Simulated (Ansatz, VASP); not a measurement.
**One calculation of AlN, two programs**

Contents of INCAR:

```
PREC     = Accurate       # precision mode
ENCUT    = 520            # plane-wave cutoff, eV
EDIFF    = 1E-6           # SCF threshold, eV
ISMEAR   = -1             # smearing method
SIGMA    = 0.02           # smearing width, eV
LREAL    = F              # projectors in reciprocal space
LASPH    = T              # aspherical terms in the spheres
NELM     = 100            # most SCF steps
ALGO     = Normal         # electronic algorithm
ISIF     = 2              # what is computed and relaxed
LWAVE    = F              # write WAVECAR
LCHARG   = F              # write CHGCAR
GGA      = PE             # functional
IBRION   = 2              # ionic algorithm
NSW      = 80             # ionic steps
EDIFFG   = -0.02          # ionic threshold
```

File KPOINTS:

```
Automatic mesh
0
Gamma
  11 11 6
```

File POSCAR:

```
AlN
1.0
    3.1100000000      0.0000000000      0.0000000000
   -1.5550000000      2.6933390058      0.0000000000
    0.0000000000      0.0000000000      4.8306000000
Al N
2 2
Direct
    0.6666666667      0.3333333333      0.0000000000
    0.3333333333      0.6666666667      0.5000000000
    0.6666666667      0.3333333333      0.3820000000
    0.3333333333      0.6666666667      0.8820000000
```

Input for Ansatz:

```yaml
crystal:
  lattice:
    - [3.11, 0.0, 0.0]
    - [-1.555, 2.6933390058, 0.0]
    - [0.0, 0.0, 4.8306]
  atoms:
    - { symbol: Al, position: [0.6666666667, 0.3333333333, 0.0] }
    - { symbol: Al, position: [0.3333333333, 0.6666666667, 0.5] }
    - { symbol: "N", position: [0.6666666667, 0.3333333333, 0.382] }
    - { symbol: "N", position: [0.3333333333, 0.6666666667, 0.882] }
kpoints:
  mp_grid: { grid: [11, 11, 6] }
scf:
  occupations: { method: fermi_dirac, width: 0.02 }
hamiltonian:
  xc: pbe
  pseudopotentials: { kind: paw }
output:
  forces: true
  stress: true
  populations: true
  efg:
    quadrupole_moments_barn: { Al: 0.1466, "N": 0.02044 }
    contact_densities: true
  write_density: true
  write_potential: true
  elf: true
  volumetric_format: npy
relax:
  f_tol: 0.02
  max_steps: 60
```

Change from the starting cell: z stretched by -3 %, ions relaxed.

Alike in both runs: task relaxation of the atoms; functional PBE; k mesh 11 × 11 × 6; occupations fermi-dirac, width 0.02 eV; no spin polarisation.

```csv
,VASP,Ansatz
version,VASP 6.6.1,Ansatz 0.2.0
potentials or method,"VASP PAW PBE potentials, release 64 (Al, N)","plane-wave PAW, scalar-relativistic"
plane-wave cutoff (eV),520,420
valence electrons in the cell,16,16
```

Ansatz gave:

```
gap on the k mesh at the Fermi level, each at its own relaxed structure (eV) : 4.28
```

Task: What did VASP give for the same quantities?

Result: gap on the k mesh at the Fermi level, each at its own relaxed structure (eV): 4.30.

Ansatz's warnings: stress scf threshold loose.
